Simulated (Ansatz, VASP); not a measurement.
# One calculation of CaHfH6, two programs

File INCAR:

```
SYSTEM = CaHfH6
PREC = Accurate ; ENCUT = 600
EDIFF = 1E-6 ; ISMEAR = 0
SIGMA = 0.1 ; LREAL = .FALSE.
LASPH = .TRUE. ; NELM = 80
ALGO = Normal ; ISIF = 3
LWAVE = .FALSE. ; LCHARG = .FALSE.
GGA = PE ; IBRION = 2
NSW = 90 ; EDIFFG = -0.04
```

File KPOINTS:

```
Automatic mesh
0
G
  4 4 4
  0 0 0
```

The input POSCAR:

```
CaHfH6
1.0
    0.0000000000      4.3381474300      4.3381474300
    4.3381474300      0.0000000000      4.3381474300
    4.3381474300      4.3381474300      0.0000000000
Ca Hf H
1 1 6
Direct
    0.0000000000      0.0000000000      0.0000000000
    0.5000000000      0.5000000000      0.5000000000
    0.7445229000      0.2554771000      0.2554771000
    0.2554771000      0.7445229000      0.2554771000
    0.2554771000      0.2554771000      0.7445229000
    0.2554771000      0.7445229000      0.7445229000
    0.7445229000      0.2554771000      0.7445229000
    0.7445229000      0.7445229000      0.2554771000
```

Input for Ansatz:

```yaml
crystal:
  lattice:
    - [0.0, 4.33814743, 4.33814743]
    - [4.33814743, 0.0, 4.33814743]
    - [4.33814743, 4.33814743, 0.0]
  atoms:
    - { symbol: Ca, position: [0.0, 0.0, 0.0] }
    - { symbol: Hf, position: [0.5, 0.5, 0.5] }
    - { symbol: H, position: [0.7445229, 0.2554771, 0.2554771] }
    - { symbol: H, position: [0.2554771, 0.7445229, 0.2554771] }
    - { symbol: H, position: [0.2554771, 0.2554771, 0.7445229] }
    - { symbol: H, position: [0.2554771, 0.7445229, 0.7445229] }
    - { symbol: H, position: [0.7445229, 0.2554771, 0.7445229] }
    - { symbol: H, position: [0.7445229, 0.7445229, 0.2554771] }
basis:
  ecutwfc: 420
kpoints:
  mp_grid: { grid: [4, 4, 4] }
hamiltonian:
  xc: pbe
scf:
  occupations: { method: gaussian, width: 0.1 }
  lower_state_search: "off"
output:
  forces: true
  stress: true
  eigenvalues: true
relax:
  adjacent_minimum: "off"
  f_tol: 0.04
  max_steps: 70
  cell: { stress_tol: 0.4 }
```

Alike in both runs: task relaxation of cell and atoms; functional PBE; k mesh 4 × 4 × 4; occupations gaussian, width 0.1 eV; no spin polarisation.

|  | VASP | Ansatz |
| --- | --- | --- |
| version | VASP 6.6.1 | Ansatz 0.2.0 |
| potentials or method | VASP PAW PBE potentials, release 64 (Ca_sv, Hf_pv, H), cutoff 600 eV | scalar-relativistic, plane waves, PAW |
| valence electrons in the cell | 26 | 42 |

```csv
,VASP,Ansatz,Ansatz less VASP
"gap on the k mesh at the Fermi level, each at its own relaxed structure (eV)",2.43,2.46,+0.026
relaxed volume (Å³/atom),17.60,17.84,+0.248
relaxed cell length with the largest relative difference (Å),5.839,5.866,+0.0273
```

VASP's potentials hold 26 valence electrons a cell and Ansatz's 42, so a difference there can come from the potentials and not from the codes.

Neither program's run includes spin-orbit coupling.
